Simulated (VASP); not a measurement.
Runs of VASP 6.6.1 on Al2Cl. The structure is that of space group Fm-3m (No. 225), or close to it. The cells are those of the table. 

```tsv
task	cell	k mesh	cutoff (eV)	gap on the mesh (eV)	pressure (GPa)	relaxed volume (Å³/atom)
relaxation of cell and atoms	relaxed from a = 4.923 Å, angles 60.0°, 3 atoms	12 × 12 × 12	600	none	0.0	28.06
single point	a = 4.630 Å, angles 60.0°, 3 atoms	4 × 4 × 4	520	none	(b)	-
relaxation of cell and atoms	relaxed from a = 4.630 Å, angles 60.0°, 3 atoms	4 × 4 × 4	600	none	0.1	28.25
single point	a = 4.923 Å, angles 60.0°, 3 atoms	4 × 4 × 4	520	none	0.2	-
single point	a = 4.919 Å, angles 60.0°, 3 atoms	12 × 12 × 12	520	none	(a)	-
```

Alike in all rows: level PBE; potentials or basis VASP PAW PBE potentials, release 64 (Al, Cl); no spin polarisation; smearing gaussian 0.1 eV.

Fill in the values left out.

(a) -0.1; (b) 5.2.

Caveats: some runs use coarse meshes; an odd number of electrons without spin polarisation forces a metal; a magnetic or distorted state may lie lower; the volume moved by over 15 % at a fixed basis, so the end points are rough (some runs).

A gap of «none» marks levels without a gap at the run's occupations.
